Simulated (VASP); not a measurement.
Here is a VASP 6.6.1 calculation.

INCAR

```
  ALGO = Normal
  EDIFF = 1E-6
  ENCUT = 520
  GGA = PE
  ISIF = 2
  ISMEAR = 0
  LASPH = T
  LCHARG = F
  LREAL = F
  LWAVE = F
  NBANDS = 39
  NELM = 60
  PREC = Accurate
  SIGMA = 0.1
```

Contents of KPOINTS:

```
k-points
0
Gamma
  6 6 4
```

File POSCAR:

```
Lu2ReP
1.0
    3.9445917000      0.0000000000      0.0000000000
   -1.9722958500      3.4161166200      0.0000000000
    0.0000000000      0.0000000000      7.2278941000
Lu Re P
2 1 1
Direct
    0.3333333300      0.6666666700      0.5000000000
    0.6666666700      0.3333333300      0.0000000000
    0.3333333300      0.6666666700      0.0000000000
    0.0000000000      0.0000000000      0.0000000000
```

Potentials or basis: VASP PAW PBE potentials, release 64 (Lu, Re, P).

Command:

```bash
$ cat potpaw_PBE.64/Lu/POTCAR potpaw_PBE.64/Re/POTCAR potpaw_PBE.64/P/POTCAR > POTCAR
$ mpirun -np 1 vasp_std > vasp.out
```

Task: What does it give for the band gap on the k mesh?

Result: Zero (band 31 reaches 4.59 eV, above the bottom of band 32 at 2.75 eV).

Task: Estimate the pressure.

Result: 39.3 GPa.

Stress tensor (GPa, compression positive):
```
 65.23   0.00   0.00
  0.00  65.23   0.00
  0.00   0.00 -12.65
```

Caveat: spin-orbit coupling is left out, which moves the levels of the heavy elements.
